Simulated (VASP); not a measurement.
In3GaAs4: relaxation of cell and atoms with PBE

In3GaAs4:

```
In Ga As
1.0
     4.19793    0.04704    0.05942
    -2.05822    3.76621    0.00727
     0.19590    0.14079   14.11667
In Ga As
3 1 4
Direct
  0.35815 0.69735 0.99157
  0.67255 0.37185 0.25185
  0.64437 0.29893 0.76266
  0.35397 0.65276 0.50384
  0.30487 0.65957 0.18720
  0.31001 0.63836 0.67194
  0.64595 0.35554 0.44457
  0.71013 0.32564 0.93438
```

```yaml
Program: VASP 6.6.1
Task: relaxation of cell and atoms
Functional: PBE
Potentials_or_basis: VASP PAW PBE potentials, release 64 (In_d, Ga_d, As)
Cutoff: 600 eV
k_mesh: 6 × 6 × 2
Occupations: gaussian, width 0.2 eV
Spin: no spin polarisation
Dipole_correction: no
Further_INCAR_settings: ALGO = Normal; EDIFF = 1e-07; IBRION = 2; EDIFFG = -0.025; NSW = 80; ISIF = 3
```

```yaml
Relaxed_volume: 28.22 Å³/atom
Relaxed_cell: a = 4.293 Å, b = 4.294 Å, c = 14.130 Å, α = 90.04°, β = 89.95°, γ = 119.92°
Space_group_after_relaxing_to_0.1_Å: P3m1 (No. 156)
Energy_gained_by_relaxing: 149.9 meV/atom
Ionic_steps: 23
Pressure_after_relaxing: 0.0 GPa
Largest_force_after_relaxing: 0.017 eV/Å
Band_gap_on_the_k_mesh: 0.01 eV
```

Forces in eV/Å, atoms in the order of the input:
```
In  -0.001 -0.009 -0.015
In   0.000  0.001  0.002
In  -0.008  0.002  0.015
Ga   0.003  0.005 -0.001
As   0.001 -0.007 -0.005
As   0.004 -0.001 -0.007
As   0.007  0.004  0.009
As  -0.007  0.007  0.002
```

The path:
```tsv
step	energy change (eV)	largest force (eV/Å)	pressure (GPa)	volume (Å³)
1	0.0000	3.1573	2.00	224.49
2	-0.9771	0.8005	-1.90	235.94
3	-0.9829	0.8192	-2.10	236.98
4	-1.1366	0.4247	0.14	225.27
5	-1.1371	0.4143	0.29	224.60
6	-1.1619	0.2433	0.12	225.21
7	-1.1665	0.2358	0.01	225.63
8	-1.1758	0.1801	-0.06	225.94
9	-1.1794	0.2107	-0.15	226.31
10	-1.1853	0.0851	0.06	225.35
11	-1.1856	0.0867	0.10	225.13
12	-1.1879	0.0632	-0.04	225.72
13	-1.1881	0.0789	-0.09	225.93
14	-1.1901	0.0643	-0.01	225.54
15	-1.1907	0.0652	0.07	225.20
16	-1.1925	0.0716	0.02	225.43
17	-1.1936	0.1201	-0.05	225.77
18	-1.1950	0.0964	-0.04	225.76
19	-1.1973	0.0770	-0.02	225.72
20	-1.1975	0.0796	-0.01	225.71
21	-1.1988	0.0427	0.01	225.64
22	-1.1989	0.0388	0.02	225.61
23	-1.1993	0.0172	-0.01	225.73
```

Final structure:
```cif
data_structure
_symmetry_space_group_name_H-M 'P 1'
_symmetry_Int_Tables_number 1
_cell_length_a 4.2929
_cell_length_b 4.2937
_cell_length_c 14.1298
_cell_angle_alpha 90.040
_cell_angle_beta 89.948
_cell_angle_gamma 119.924
_cell_volume 225.73
loop_
_atom_site_label
_atom_site_type_symbol
_atom_site_fract_x
_atom_site_fract_y
_atom_site_fract_z
_atom_site_occupancy
In1 In 0.33620 0.66805 0.00038 1
In2 In 0.66703 0.33525 0.25653 1
In3 In 0.66691 0.33260 0.74387 1
Ga1 Ga 0.32984 0.66416 0.49997 1
As1 As 0.33388 0.66896 0.18964 1
As2 As 0.33311 0.66606 0.67741 1
As3 As 0.66336 0.33092 0.44675 1
As4 As 0.66966 0.33401 0.93345 1
```

Levels at points of the mesh, in eV from the valence-band top:
```tsv
k point	band 33	band 34	band 35	band 36	band 37	band 38	band 39	band 40
(0.00, 0.00, 0.00)	-0.48	-0.47	-0.22	0.00	0.01	0.41	1.11	1.39
(0.50, 0.00, 0.00)	-1.76	-1.75	-1.61	-0.97	1.09	1.36	1.56	1.98
(0.00, 0.50, 0.00)	-1.76	-1.75	-1.61	-0.97	1.08	1.36	1.56	1.98
(0.50, 0.50, 0.00)	-1.77	-1.75	-1.62	-0.98	1.07	1.36	1.55	1.96
(0.00, 0.00, 0.50)	-0.23	-0.22	-0.13	-0.12	0.15	1.00	1.10	1.26
(0.50, 0.00, 0.50)	-1.65	-1.51	-1.25	-1.17	1.09	1.27	1.52	1.81
(0.00, 0.50, 0.50)	-1.64	-1.53	-1.25	-1.16	1.09	1.27	1.52	1.81
(0.50, 0.50, 0.50)	-1.64	-1.52	-1.26	-1.18	1.07	1.26	1.51	1.80
```

Wall time 2.5 h on 1 thread of Intel(R) Xeon(R) Platinum 8488C (Sapphire Rapids), on a shared host, peak memory 0.73 GiB.

Caveat: the smearing spreads over this small gap; semilocal functionals underestimate gaps, and a narrow one can read as zero; spin-orbit coupling is left out, which moves the levels of the heavy elements. A k mesh can miss the band edges.
